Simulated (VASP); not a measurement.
Crystal: Cu.

```xyz
1
Lattice="0.0000 1.8344 1.8344 1.8344 0.0000 1.8344 1.8344 1.8344 0.0000" Properties=species:S:1:pos:R:3 pbc="T T T"
Cu    0.0000    0.0000    0.0000
```

```yaml
Program: VASP 6.6.1
Task: relaxation of cell and atoms
Functional: PBE
Potentials_or_basis: VASP PAW PBE potentials, release 64 (Cu)
Cutoff: 600 eV
k_mesh: 20 × 20 × 20
Occupations: gaussian, width 0.1 eV
Spin: no spin polarisation
```

At the start: pressure -3.5 GPa; volume 12.35 Å³/atom.

Task: Where does the relaxation end?

Result: Over 3 steps the energy falls by 3.9 meV/atom and the volume is 12.00 Å³/atom (-2.8 %); space group Fm-3m (No. 225, to 0.05 Å).

Step by step:
```
step  energy change (eV)  largest force (eV/Å)  pressure (GPa)  volume (Å³)
   1              0.0000                0.0000           -3.45        12.35
   2             -0.0033                0.0000            1.54        11.88
   3             -0.0039                0.0000            0.03        12.00
```

Final structure:
```
Cu
1.0
     0.00000    1.81719    1.81719
     1.81719    0.00000    1.81719
     1.81719    1.81719    0.00000
Cu
1
Direct
  0.00000 0.00000 0.00000
```
